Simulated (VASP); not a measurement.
Set up this calculation in VASP 6.6.1, as the native input.

```
Task                   : relaxation of cell and atoms
Functional             : PBEsol
Potentials or basis    : VASP PAW PBE potentials, release 64 (Be)
Cutoff                 : 600 eV
k mesh                 : 24 × 24 × 24
Occupations            : gaussian, width 0.1 eV
Spin                   : no spin polarisation
Dipole correction      : no
Further INCAR settings : ALGO = Normal; EDIFF = 1e-06; IBRION = 2; EDIFFG = -0.01; NSW = 80; ISIF = 3
```

The structure of Be lies in POSCAR:

```
Be
1.0
   -1.2469103050      1.2469103050      1.2469103050
    1.2469103050     -1.2469103050      1.2469103050
    1.2469103050      1.2469103050     -1.2469103050
Be
1
Direct
    0.0000000000      0.0000000000      0.0000000000
```

These files were run (other wordings do the same):

INCAR

```
  PREC = Accurate
  ENCUT = 600
  EDIFF = 1E-6
  ISMEAR = 0
  SIGMA = 0.1
  LREAL = F
  LASPH = T
  NELM = 100
  ALGO = Normal
  ISIF = 3
  LWAVE = F
  LCHARG = F
  GGA = PS
  IBRION = 2
  NSW = 80
  EDIFFG = -0.01
```

KPOINTS

```
regular mesh
0
Gamma
  24 24 24
```

Potentials or basis: VASP PAW PBE potentials, release 64 (Be).

Run with:

```bash
$ cat potpaw_PBE.64/Be/POTCAR > POTCAR
$ mpirun -np 1 vasp_std > vasp.out
```

Results of the run:

```yaml
Relaxed_volume: 7.77 Å³/atom
Relaxed_cell: a = 2.161 Å, b = 2.161 Å, c = 2.161 Å, α = 109.47°, β = 109.47°, γ = 109.47°
Space_group_after_relaxing_to_0.05_Å: Im-3m (No. 229)
Energy_gained_by_relaxing: 0.0 meV/atom
Ionic_steps: 2
Pressure_after_relaxing: 0.0 GPa
Band_gap_on_the_k_mesh: zero (band 1 reaches 12.02 eV, above the bottom of band 2 at 6.64 eV)
```

Caveat: the PAW data sets were made with another functional, which shifts forces and pressure a little.

Run time: 8.9 s on 1 thread of Intel(R) Xeon(R) Platinum 8488C (Sapphire Rapids) (shared host), peak memory 0.13 GiB.
